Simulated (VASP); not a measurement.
A run of VASP 6.6.1 is set up as follows.

INCAR

```
SYSTEM = WC
PREC = Accurate
ENCUT = 520
EDIFF = 1E-7
ISMEAR = -1
SIGMA = 0.05
LREAL = .False.
LASPH = .True.
NELM = 100
ALGO = Normal
ISIF = 2
LWAVE = .False.
LCHARG = .False.
GGA = RP
NBANDS = 16
```

Contents of KPOINTS:

```
Automatic mesh
0
Gamma
  10 10 9
  0 0 0
```

Contents of POSCAR:

```
WC
1.0
    2.9342214009      0.0000000000      0.0000000000
   -1.4671107005      2.5411102735      0.0000000000
    0.0000000000      0.0000000000      2.8561843810
W C
1 1
Direct
    0.0000000000      0.0000000000      0.0000000000
    0.6666666667      0.3333333333      0.5000000000
```

Potentials or basis: VASP PAW PBE potentials, release 64 (W_sv, C).

Run with:

```console
$ cat potpaw_PBE.64/W_sv/POTCAR potpaw_PBE.64/C/POTCAR > POTCAR
$ mpirun -np 1 vasp_std > vasp.out
```

Predict the band gap on the k mesh.

zero (bands 9 and 10 overlap by 1.16 eV).

What does it give for the pressure?

0.8 GPa.

Stress tensor (GPa, compression positive):
```
0.75 0.00 0.00
0.00 0.75 0.00
0.00 0.00 0.96
```

Caveat: the PAW data sets were made with another functional, which shifts forces and pressure a little; spin-orbit coupling is left out, which moves the levels of the heavy elements.
